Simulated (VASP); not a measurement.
# NaBe4: relaxation of cell and atoms with PBE

NaBe4:

```
Na Be
1.0
     2.45607    0.00000    0.00000
    -1.22804    2.12702    0.00000
     0.00000    0.00000   10.21047
Na Be
1 4
Direct
  0.00000 0.00000 0.00000
  0.33333 0.66667 0.75002
  0.33333 0.66667 0.41631
  0.66667 0.33333 0.24998
  0.66667 0.33333 0.58369
```

The cell was generated, and may not be a known phase.

```json
{
  "Program": "VASP 6.6.1",
  "Task": "relaxation of cell and atoms",
  "Functional": "PBE",
  "Potentials or basis": "VASP PAW PBE potentials, release 64 (Na_pv, Be)",
  "Cutoff": "600 eV",
  "k mesh": "12 × 12 × 2",
  "Occupations": "gaussian, width 0.1 eV",
  "Spin": "no spin polarisation",
  "Dipole correction": "no",
  "Further INCAR settings": "ALGO = Fast; EDIFF = 1e-06; IBRION = 2; EDIFFG = -0.04; NSW = 90; ISIF = 3"
}
```

| Property | Result |
| --- | --- |
| Relaxed volume | 10.56 Å³/atom |
| Relaxed cell | a = 2.423 Å, b = 2.423 Å, c = 10.379 Å, α = 90.00°, β = 90.00°, γ = 120.00° |
| Space group after relaxing (to 0.1 Å) | P-3m1 (No. 164) |
| Energy gained by relaxing | 8.0 meV/atom |
| Ionic steps | 10 |
| Pressure after relaxing | -0.1 GPa |
| Largest force after relaxing | 0.014 eV/Å |
| Band gap on the k mesh | zero (an odd number of electrons rules out a gap without spin polarisation) |

Forces on the atoms (eV/Å):
```
Na   0.000  0.000  0.000
Be   0.000  0.000 -0.014
Be   0.000  0.000  0.005
Be   0.000  0.000  0.014
Be   0.000  0.000 -0.005
```

Stress tensor (GPa, compression positive):
```
-0.27  0.00  0.00
 0.00 -0.27  0.00
 0.00  0.00  0.34
```

Step by step:
| step | energy change (eV) | largest force (eV/Å) | pressure (GPa) | volume (Å³) |
| --- | --- | --- | --- | --- |
| 1 | 0.0000 | 0.2583 | 0.09 | 53.34 |
| 2 | -0.0331 | 0.1237 | -0.36 | 53.38 |
| 3 | -0.0369 | 0.0596 | -0.47 | 53.38 |
| 4 | -0.0369 | 0.0609 | -0.47 | 53.38 |
| 5 | -0.0380 | 0.0560 | -0.09 | 53.12 |
| 6 | -0.0384 | 0.0604 | 0.08 | 52.97 |
| 7 | -0.0385 | 0.0694 | 0.44 | 52.65 |
| 8 | -0.0386 | 0.0650 | 0.21 | 52.81 |
| 9 | -0.0394 | 0.0469 | 0.15 | 52.80 |
| 10 | -0.0399 | 0.0137 | -0.07 | 52.78 |

Final structure:
```yaml
crystal:
  lattice:
    - [2.42319, 0.00000, 0.00000]
    - [-1.21159, 2.09854, 0.00000]
    - [0.00000, 0.00000, 10.37944]
  atoms:
    - { symbol: Na, position: [0.00000, 0.00000, 0.00000] }
    - { symbol: Be, position: [0.33333, 0.66667, 0.75481] }
    - { symbol: Be, position: [0.33333, 0.66667, 0.41495] }
    - { symbol: Be, position: [0.66667, 0.33333, 0.24519] }
    - { symbol: Be, position: [0.66667, 0.33333, 0.58505] }
```

Levels at points of the mesh, in eV from the Fermi level:
| k point | band 4 | band 5 | band 6 | band 7 | band 8 | band 9 | band 10 | band 11 |
| --- | --- | --- | --- | --- | --- | --- | --- | --- |
| (0.00, 0.00, 0.00) | -10.22 | -8.95 | -7.43 | -4.67 | -4.55 | 0.98 | 3.44 | 9.79 |
| (0.50, 0.00, 0.00) | -4.40 | -3.49 | -2.98 | -2.76 | 0.86 | 0.94 | 2.51 | 2.60 |
| (0.00, 0.00, 0.50) | -10.20 | -9.06 | -6.98 | -5.93 | -3.28 | -0.07 | 5.81 | 6.19 |
| (0.50, 0.00, 0.50) | -4.39 | -3.51 | -3.00 | -2.73 | 0.95 | 1.09 | 1.95 | 2.58 |

Wall time 110 s on 1 thread of Intel(R) Xeon(R) 6975P-C (Granite Rapids), with other jobs on the host, peak memory 0.18 GiB.
